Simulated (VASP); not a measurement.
# LiCl (P6_3mc) in VASP: further runs

LiCl is run at these levels: LDA, PBEsol, PBE; tasks: single point.

Program: VASP 6.6.1. These are calculated values, not measurements. Logs are shortened: lines on timing, memory, paths and dates and some standing lists are left out, and cuts for length are marked.

### Step 1. The cell of the first run

It takes space group P6_3mc (No. 186, hexagonal). Conventional cell: a = 3.799 Å, b = 3.799 Å, c = 6.038 Å, α = 90.00°, β = 90.00°, γ = 120.00°. Li (site symmetry 3m) has 4 Cl at 2.30 to 2.31 Å within 3.0 Å. Within 3.0 Å of Cl (site symmetry 3m) lie 4 Li at 2.30 to 2.31 Å.

### Step 2. Single point, LDA

The input, INCAR:

```
SYSTEM = LiCl
PREC = Accurate ; ENCUT = 520
EDIFF = 1E-7 ; ISMEAR = -1
SIGMA = 0.02 ; LREAL = .False.
LASPH = .True. ; NELM = 100
ALGO = Normal ; ISIF = 2
LWAVE = .False. ; LCHARG = .False.
NBANDS = 18
```

The input, KPOINTS:

```
regular mesh
0
Gamma
  12 12 4
  0 0 0
```

The input, POSCAR:

```
LiCl
1.0
    3.7994780274      0.0000000000      0.0000000000
   -1.8997390137      3.2904444928      0.0000000000
    0.0000000000      0.0000000000      6.0376285578
Li Cl
2 2
Direct
    0.6666666667      0.3333333333      0.8789479408
    0.3333333333      0.6666666667      0.3789479408
    0.6666666667      0.3333333333      0.4960530592
    0.3333333333      0.6666666667      0.9960530592
```

Potentials or basis: VASP PAW LDA potentials, release 64 (Li_sv, Cl).

Started as:

```
> cat potpaw_LDA.64/Li_sv/POTCAR potpaw_LDA.64/Cl/POTCAR > POTCAR
> mpirun -np 1 vasp_std > vasp.out
```

OUTCAR:

```text
SYSTEM = LiCl
   PREC = Accurate
   ENCUT = 520
   EDIFF = 1E-7
   ISMEAR = -1
   LREAL = .False.
   LASPH = .True.
   NELM = 100
   ISIF = 2

 ion  position               nearest neighbor table
   1  0.667  0.333  0.879-   4 2.30   4 2.30   4 2.30   3 2.31
   2  0.333  0.667  0.379-   3 2.30   3 2.30   3 2.30   4 2.31
   3  0.667  0.333  0.496-   2 2.30   2 2.30   2 2.30   1 2.31
   4  0.333  0.667  0.996-   1 2.30   1 2.30   1 2.30   2 2.31

  LATTYP: Found a hexagonal cell.
 ALAT       =     3.7994780274
 C/A-ratio  =     1.5890678968

  Lattice vectors:

 A1 = (   3.7994780274,   0.0000000000,   0.0000000000)
 A2 = (  -1.8997390137,   3.2904444928,   0.0000000000)
 A3 = (   0.0000000000,   0.0000000000,   6.0376285578)

Analysis of symmetry for initial positions (statically):
=====================================================================
 Subroutine PRICEL returns:
 Original cell was already a primitive cell.

 Routine SETGRP: Setting up the symmetry group for a
 hexagonal supercell.

 Subroutine GETGRP returns: Found 12 space group operations
 (whereof  6 operations were pure point group operations)
 out of a pool of 24 trial point group operations.

The static configuration has the point symmetry C_3v.
 The point group associated with its full space group is C_6v.

Analysis of symmetry for dynamics (positions and initial velocities):
=====================================================================
 Subroutine PRICEL returns:
 Original cell was already a primitive cell.

 Routine SETGRP: Setting up the symmetry group for a
 hexagonal supercell.

 Subroutine GETGRP returns: Found 12 space group operations
 (whereof  6 operations were pure point group operations)
 out of a pool of 24 trial point group operations.

The dynamic configuration has the point symmetry C_3v.
 The point group associated with its full space group is C_6v.

 Subroutine INISYM returns: Found 12 space group operations
 (whereof  6 operations are pure point group operations),
 and found     1 'primitive' translations

----------------------------------------------------------------------------------------

                                     Primitive cell

  volume of cell :      75.4823
[... 88 lines left out ...]
   LNONCOLLINEAR =      F non collinear calculations
   LSORBIT =      F    spin-orbit coupling
   LASPH  =      T    aspherical Exc in radial PAW
   ENCUT  =  520.0 eV  38.22 Ry    6.18 a.u.   7.06  7.06 11.23*2*pi/ulx,y,z
   NELM   =    100;   NELMIN=  2; NELMDL= -5     # of ELM steps
   EDIFF  = 0.1E-06   stopping-criterion for ELM
   LREAL  =      F    real-space projection
   EDIFFG = 0.1E-05   stopping-criterion for IOM
   NSW    =      0    number of steps for IOM
   IBRION =     -1    ionic relax: 0-MD 1-quasi-New 2-CG
   NFREE  =      0    steps in history (QN), initial steepest desc. (CG)
   ISIF   =      2    stress and relaxation
   ISYM   =      2    0-nonsym 1-usesym 2-fastsym
   POTIM  = 0.5000    time-step for ionic-motion
   TEBEG  =    0.0;   TEEND  =   0.0 temperature during run
   PSTRESS=    0.0 pullay stress
   NELECT =      20.0000    total number of electrons
   NUPDOWN=      -1.0000    fix difference up-down
   EMIN   =  10.00;   EMAX   =-10.00  energy-range for DOS
   EFERMI =   0.00;   METHOD = LEGACY
   ISMEAR =    -1;   SIGMA  =   0.02  broadening in eV -4-tet -1-fermi 0-gaus
   EFERMI_NEDOS =   21; number of points for ismear=-14 and -15
   IALGO  =     38    algorithm
   IMIX   =      4    mixing-type and parameters
     AMIX     =   0.40;   BMIX     =  1.00
     AMIX_MAG =   1.60;   BMIX_MAG =  1.00
  volume/ion in A,a.u.               =      18.87       127.34
  Fermi-wavevector in a.u.,A,eV,Ry     =   1.051485  1.987019 15.042891  1.105621
  Thomas-Fermi vector in A             =   2.186530
   LORBIT       =      0    0 simple, 1 ext, 2 COOP (PROOUT), +10 PAW based schemes
   GGA     = CA    functional components
   LHFCALC =     F    Hartree Fock is set to
   AEXX    =    0.0000 exact exchange contribution
   IVDW    =     0    specifies the selected vdW correction
   LEPSILON=     F    determine dielectric tensor
   LRPA    =     F    only Hartree local field effects (RPA)
 non-spin polarized calculation
  energy-cutoff  :      520.00
  volume of cell :       75.48
 maximum number of plane-waves:      2046
   NGX = 15   NGY = 15   NGZ = 23

 number of electron      19.9999992 magnetization

 Free energy of the ion-electron system (eV)
  ---------------------------------------------------
  ext. energy  EPLUGINS =         0.00000000
  ---------------------------------------------------
  free energy    TOTEN  =       -16.05315135 eV

  energy without entropy =      -16.05315135  energy(sigma->0) =      -16.05315135

 E-fermi :  -0.3292     XC(G=0):  -8.5444

 val. band max:       -0.7207402080   @ k =   0.0000   0.0000   0.0000
 cond. band min:       5.1465768459   @ k =   0.0000   0.0000   0.0000
 fundamental gap:      5.8673170538
 Fermi energy:        -0.3291630822

 k-point     1 :       0.0000    0.0000    0.0000
  band No.  band energies     occupation
      1     -42.4802      2.00000
      2     -42.4772      2.00000
      3     -13.6577      2.00000
      4     -13.2408      2.00000
      5      -3.2332      2.00000
      6      -1.2506      2.00000
[... 481 lines left out ...]
      5      -2.8180      2.00000
      6      -2.3770      2.00000
[... 10 lines left out ...]
     17      11.3457      0.00000
     18      11.6339      0.00000

 [... further k-points ...]

------------------------ aborting loop because EDIFF is reached ----------------------------------------

  FORCE on cell =-STRESS in cart. coord.  units (eV):
  Direction    XX          YY          ZZ          XY          YZ          ZX
  --------------------------------------------------------------------------------------
  -------------------------------------------------------------------------------------
  Total       -0.0268748     -0.0268748     -0.0314005      0.0000000      0.0000000      0.0000000
  in kB       -0.5704415     -0.5704415     -0.6665030      0.0000000      0.0000000      0.0000000
  external PRESSURE =      -0.6024620 kB  Pullay stress =       0.0000000 kB

 VOLUME and BASIS-vectors are now :
 -----------------------------------------------------------------------------
  energy-cutoff  :      520.00
  volume of cell :       75.48
      direct lattice vectors                 reciprocal lattice vectors
     3.799478027  0.000000000  0.000000000     0.263194047  0.151955154  0.000000000
    -1.899739014  3.290444493  0.000000000     0.000000000  0.303910308  0.000000000
     0.000000000  0.000000000  6.037628558     0.000000000  0.000000000  0.165627943

 POSITION                                       TOTAL-FORCE (eV/Angst)
 -----------------------------------------------------------------------------------
      1.89974      1.09681      5.30676        -0.000000     -0.000000     -0.000537
     -0.00000      2.19363      2.28795         0.000000     -0.000000     -0.000537
      1.89974      1.09681      2.99498        -0.000000     -0.000000      0.000537
     -0.00000      2.19363      6.01380         0.000000      0.000000      0.000537
 -----------------------------------------------------------------------------------
    total drift:                                0.000000      0.000000     -0.000580

  FREE ENERGIE OF THE ION-ELECTRON SYSTEM (eV)
  ---------------------------------------------------
  free  energy   TOTEN  =       -16.0531513526 eV

  energy  without entropy=      -16.0531513525  energy(sigma->0) =      -16.05315135
```

Run time: 26 s. Hardware: 1 thread of Intel Xeon 6975P-C (Granite Rapids), shared host; peak memory 0.19 GiB.

What came out:

```
Free energy            : -16.0532 eV
Band gap on the k mesh : 5.87 eV
```

Caveat: the cutoff is under 1.25 times the usual one of these potentials, so pressure, stress and relaxed cells hold a basis-set (Pulay) error. A k mesh can miss the band edges.

### Step 3. Single point, PBEsol

This run uses another cell than the first one, of 20.13 Å³/atom.

The input, INCAR:

```
  PREC = Accurate
  ENCUT = 520
  EDIFF = 1E-7
  ISMEAR = -1
  SIGMA = 0.02
  LREAL = F
  LASPH = T
  NELM = 100
  ALGO = Normal
  ISIF = 2
  LWAVE = F
  LCHARG = T
  GGA = PS
  LELF = T
  LVHAR = T
  NBANDS = 18
```

The input, KPOINTS:

```
regular mesh
0
Gamma
  12 12 4
```

The input, POSCAR:

```
LiCl
1.0
    3.8790068576      0.0000000000      0.0000000000
   -1.9395034288      3.3593184801      0.0000000000
    0.0000000000      0.0000000000      6.1777304792
Li Cl
2 2
Direct
    0.6666666667      0.3333333333      0.8785713725
    0.3333333333      0.6666666667      0.3785713725
    0.6666666667      0.3333333333      0.4964296275
    0.3333333333      0.6666666667      0.9964296275
```

Potentials or basis: VASP PAW PBE potentials, release 64 (Li_sv, Cl).

Started as:

```
> cat potpaw_PBE.64/Li_sv/POTCAR potpaw_PBE.64/Cl/POTCAR > POTCAR
> mpirun -np 1 vasp_std > vasp.out
```

Wall time 36 s (1 thread of Intel Xeon 6975P-C (Granite Rapids), shared host); peak memory 0.22 GiB.

Results (log left out):

```yaml
Free_energy: -15.2141 eV
Band_gap_on_the_k_mesh: 5.85 eV
```

Forces on the atoms (eV/Å):
```
Li   0.000  0.000  0.003
Li   0.000  0.000  0.003
Cl   0.000  0.000 -0.003
Cl   0.000  0.000 -0.003
```

Levels at points of the mesh, in eV from the valence-band top:
```tsv
k point	band 6	band 7	band 8	band 9	band 10	band 11	band 12	band 13	band 14	band 15
(0.00, 0.00, 0.00)	-0.46	-0.46	-0.10	-0.10	0.00	5.85	8.12	9.85	9.85	10.45
(0.50, 0.00, 0.00)	-1.49	-1.25	-1.01	-0.65	-0.39	7.69	7.81	9.04	10.21	10.51
(0.00, 0.00, 0.50)	-1.24	-0.28	-0.28	-0.28	-0.28	7.20	7.20	10.06	10.06	10.06
(0.50, 0.00, 0.50)	-1.99	-0.72	-0.72	-0.63	-0.63	7.21	7.21	9.81	9.81	11.68
```

Caveat: the cutoff is under 1.25 times the usual one of these potentials, so pressure, stress and relaxed cells hold a basis-set (Pulay) error; the PAW data sets were made with another functional, which shifts forces and pressure a little. A k mesh can miss the band edges.

### Step 4. Single point, PBE

This run uses another cell than the first one, of 20.44 Å³/atom.

The input, INCAR:

```
ALGO = Normal ; EDIFF = 1E-7
ENCUT = 520 ; GGA = PE
ISIF = 2 ; ISMEAR = -1
LASPH = True ; LCHARG = False
LREAL = False ; LWAVE = False
NBANDS = 18 ; NELM = 100
PREC = Accurate ; SIGMA = 0.02
```

The input, KPOINTS:

```
k-points
0
Gamma
  12 12 4
```

The input, POSCAR:

```
LiCl
1.0
    3.8937404213      0.0000000000      0.0000000000
   -1.9468702107      3.3720781205      0.0000000000
    0.0000000000      0.0000000000      6.2258773919
Li Cl
2 2
Direct
    0.6666666667      0.3333333333      0.8780761529
    0.3333333333      0.6666666667      0.3780761529
    0.6666666667      0.3333333333      0.4969248471
    0.3333333333      0.6666666667      0.9969248471
```

Started as:

```
> cat potpaw_PBE.64/Li_sv/POTCAR potpaw_PBE.64/Cl/POTCAR > POTCAR
> mpirun -np 1 vasp_std > vasp.out
```

Wall time 36 s (1 thread of Intel Xeon 6975P-C (Granite Rapids), shared host); peak memory 0.22 GiB.

Results (log left out):

- Free energy: -14.8678 eV
- Band gap on the k mesh: 6.03 eV

Levels at points of the mesh, in eV from the valence-band top:
| k point | band 7 | band 8 | band 9 | band 10 | band 11 | band 12 | band 13 | band 14 |
| --- | --- | --- | --- | --- | --- | --- | --- | --- |
| (0.00, 0.00, 0.00) | -0.42 | -0.08 | -0.08 | 0.00 | 6.03 | 8.25 | 9.97 | 9.97 |
| (0.50, 0.00, 0.00) | -1.19 | -0.95 | -0.61 | -0.36 | 7.86 | 7.99 | 9.16 | 10.32 |
| (0.00, 0.00, 0.50) | -0.25 | -0.25 | -0.25 | -0.25 | 7.34 | 7.34 | 10.18 | 10.18 |
| (0.50, 0.00, 0.50) | -0.67 | -0.67 | -0.60 | -0.60 | 7.40 | 7.40 | 9.94 | 9.94 |

Caveat: the cutoff is under 1.25 times the usual one of these potentials, so pressure, stress and relaxed cells hold a basis-set (Pulay) error.

### Step 5. Single point, LDA

This run uses another cell than the first one, of 20.44 Å³/atom.

The input, INCAR:

```
ALGO = Normal
EDIFF = 1E-7
ENCUT = 520
GGA = CA
ISIF = 2
ISMEAR = 0
LASPH = True
LCHARG = False
LREAL = False
LWAVE = False
NBANDS = 18
NELM = 60
PREC = Accurate
SIGMA = 0.01
```

KPOINTS is that of step 4.

POSCAR is that of step 4.

Potentials or basis: VASP PAW LDA potentials, release 64 (Li_sv, Cl).

Started as:

```
> cat potpaw_LDA.64/Li_sv/POTCAR potpaw_LDA.64/Cl/POTCAR > POTCAR
> mpirun -np 1 vasp_std > vasp.out
```

OUTCAR:

```text
EDIFF = 1E-7
   ENCUT = 520
   GGA = CA
   ISIF = 2
   ISMEAR = 0
   LASPH = True
   LREAL = False
   NELM = 60
   PREC = Accurate

 ion  position               nearest neighbor table
   1  0.667  0.333  0.878-   4 2.37   4 2.37   4 2.37   3 2.37
   2  0.333  0.667  0.378-   3 2.37   3 2.37   3 2.37   4 2.37
   3  0.667  0.333  0.497-   2 2.37   2 2.37   2 2.37   1 2.37
   4  0.333  0.667  0.997-   1 2.37   1 2.37   1 2.37   2 2.37

  LATTYP: Found a hexagonal cell.
[... 705 lines left out ...]
  FORCE on cell =-STRESS in cart. coord.  units (eV):
  Direction    XX          YY          ZZ          XY          YZ          ZX
  --------------------------------------------------------------------------------------
  -------------------------------------------------------------------------------------
  Total       -1.0551566     -1.0551566     -1.0785488      0.0000000      0.0000000      0.0000000
  in kB      -20.6805612    -20.6805612    -21.1390370      0.0000000      0.0000000      0.0000000
  external PRESSURE =     -20.8333864 kB  Pullay stress =       0.0000000 kB

 VOLUME and BASIS-vectors are now :
 -----------------------------------------------------------------------------
  energy-cutoff  :      520.00
  volume of cell :       81.75
      direct lattice vectors                 reciprocal lattice vectors
     3.893740421  0.000000000  0.000000000     0.256822462  0.148276517  0.000000000
    -1.946870211  3.372078120  0.000000000     0.000000000  0.296553035  0.000000000
     0.000000000  0.000000000  6.225877392     0.000000000  0.000000000  0.160619931

 POSITION                                       TOTAL-FORCE (eV/Angst)
 -----------------------------------------------------------------------------------
      1.94687      1.12403      5.46679        -0.000000     -0.000000     -0.000469
     -0.00000      2.24805      2.35386         0.000000      0.000000     -0.000469
      1.94687      1.12403      3.09379         0.000000     -0.000000      0.000469
     -0.00000      2.24805      6.20673        -0.000000     -0.000000      0.000469
 -----------------------------------------------------------------------------------
    total drift:                                0.000000     -0.000000      0.001869

  FREE ENERGIE OF THE ION-ELECTRON SYSTEM (eV)
  ---------------------------------------------------
  free  energy   TOTEN  =       -16.0120114863 eV

  energy  without entropy=      -16.0120114863  energy(sigma->0) =      -16.01201149
```

stdout:

```text
POSCAR found type information on POSCAR LiCl
 POSCAR found :  2 types and       4 ions
 scaLAPACK will be used
 LDA part: xc-table for (Slater(with rela. corr.)+CA(PZ))
 , standard interpolation
 POSCAR, INCAR and KPOINTS ok, starting setup
 FFT: planning ... GRIDC
 FFT: planning ... GRID_SOFT
 FFT: planning ... GRID
 WAVECAR not read
 entering main loop
```

Run time: 32 s. Hardware: 1 thread of Intel Xeon 6975P-C (Granite Rapids), shared host; peak memory 0.19 GiB.

Results:

```
Free energy            : -16.0120 eV
Band gap on the k mesh : 5.61 eV
```

Caveat: the cutoff is under 1.25 times the usual one of these potentials, so pressure, stress and relaxed cells hold a basis-set (Pulay) error. A k mesh can miss the band edges.

### Step 6. The runs side by side

```tsv
level	potentials or basis	cell	smearing	gap on the mesh (eV)
LDA	VASP PAW LDA potentials, release 64 (Li_sv, Cl)	a = 3.799, b = 3.799, c = 6.038 Å, angles 90.0, 90.0, 120.0°, 4 atoms, atomic positions A	fermi-dirac 0.02 eV	5.87
PBEsol	VASP PAW PBE potentials, release 64 (Li_sv, Cl)	a = 3.879, b = 3.879, c = 6.178 Å, angles 90.0, 90.0, 120.0°, 4 atoms, atomic positions B	fermi-dirac 0.02 eV	5.85
PBE	VASP PAW PBE potentials, release 64 (Li_sv, Cl)	a = 3.894, b = 3.894, c = 6.226 Å, angles 90.0, 90.0, 120.0°, 4 atoms, atomic positions C	fermi-dirac 0.02 eV	6.03
LDA	VASP PAW LDA potentials, release 64 (Li_sv, Cl)	a = 3.894, b = 3.894, c = 6.226 Å, angles 90.0, 90.0, 120.0°, 4 atoms, atomic positions C	gaussian 0.01 eV	5.61
```

Alike in all rows: task single point; no spin polarisation; k mesh 12 × 12 × 4; cutoff (eV) 520.

Caveats: the cutoff is under 1.25 times the usual one of these potentials, so pressure, stress and relaxed cells hold a basis-set (Pulay) error; the PAW data sets were made with another functional, which shifts forces and pressure a little (at least some runs).

Total energies depend on the potentials used, so only differences within one code and one set of settings carry meaning.
